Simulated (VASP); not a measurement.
SiC: relaxation of cell and atoms with PBE

SiC:

```
CELL_PARAMETERS angstrom
2.95817 0.00000 0.00000
-1.47908 2.56185 0.00000
0.00000 0.00000 4.83069
ATOMIC_POSITIONS crystal
Si 0.33333 0.66667 0.00000
Si 0.66667 0.33333 0.50000
C 0.33333 0.66667 0.37500
C 0.66667 0.33333 0.87500
```

```yaml
Program: VASP 6.6.1
Task: relaxation of cell and atoms
Functional: PBE
Potentials_or_basis: VASP PAW PBE potentials, release 64 (Si, C)
Cutoff: 600 eV
k_mesh: 12 × 12 × 6
Occupations: fermi-dirac, width 0.02 eV
Spin: no spin polarisation
Dipole_correction: no
Further_INCAR_settings: ALGO = Normal; EDIFF = 1e-06; IBRION = 2; EDIFFG = -0.005; NSW = 80; ISIF = 3
```

```
Relaxed volume                         : 10.50 Å³/atom
Relaxed cell                           : a = 3.092 Å, b = 3.092 Å, c = 5.073 Å, α = 90.00°, β = 90.00°, γ = 120.00°
Space group after relaxing (to 0.05 Å) : P6_3mc (No. 186)
Energy gained by relaxing              : 143.4 meV/atom
Ionic steps                            : 9
Pressure after relaxing                : 0.0 GPa
Band gap on the k mesh                 : 2.30 eV, indirect (least direct gap 3.94 eV)
```

Forces on the atoms (eV/Å):
```
Si   0.000  0.000  0.002
Si   0.000  0.000  0.002
C    0.000  0.000 -0.002
C    0.000  0.000 -0.002
```

Stress tensor (GPa, compression positive):
```
-0.04  0.00  0.00
 0.00 -0.04  0.00
 0.00  0.00  0.04
```

The path:
| step | energy change (eV) | largest force (eV/Å) | pressure (GPa) | volume (Å³) |
| --- | --- | --- | --- | --- |
| 1 | 0.0000 | 0.1667 | 38.05 | 36.61 |
| 2 | 0.0849 | 0.1325 | -24.84 | 49.37 |
| 3 | -0.5728 | 0.0723 | -0.84 | 42.16 |
| 4 | -0.5732 | 0.0691 | -0.09 | 42.01 |
| 5 | -0.5731 | 0.0665 | 0.48 | 41.90 |
| 6 | -0.5733 | 0.0403 | 0.39 | 41.92 |
| 7 | -0.5734 | 0.0006 | 0.42 | 41.91 |
| 8 | -0.5735 | 0.0045 | -0.28 | 42.05 |
| 9 | -0.5735 | 0.0024 | -0.02 | 42.00 |

Final structure:
```
CELL_PARAMETERS angstrom
3.09175 0.00000 0.00000
-1.54588 2.67754 0.00000
0.00000 0.00000 5.07305
ATOMIC_POSITIONS crystal
Si 0.33333 0.66667 0.99956
Si 0.66667 0.33333 0.49956
C 0.33333 0.66667 0.37544
C 0.66667 0.33333 0.87544
```

Levels at points of the mesh, in eV from the valence-band top:
```tsv
k point	band 5	band 6	band 7	band 8	band 9	band 10	band 11	band 12
(0.00, 0.00, 0.00)	-1.31	-0.11	0.00	0.00	4.67	6.05	6.58	6.58
(0.50, 0.00, 0.00)	-5.37	-3.29	-3.24	-1.19	2.75	4.21	6.76	7.07
(0.00, 0.00, 0.50)	-0.71	-0.71	-0.71	-0.71	5.76	5.76	7.27	7.27
(0.50, 0.00, 0.50)	-2.42	-2.42	-2.31	-2.31	3.25	3.25	5.19	5.19
```

Wall time 110 s on 1 thread of Intel(R) Xeon(R) Platinum 8559C (Emerald Rapids), with other jobs on the host, peak memory 0.17 GiB.

A k mesh can miss the band edges.
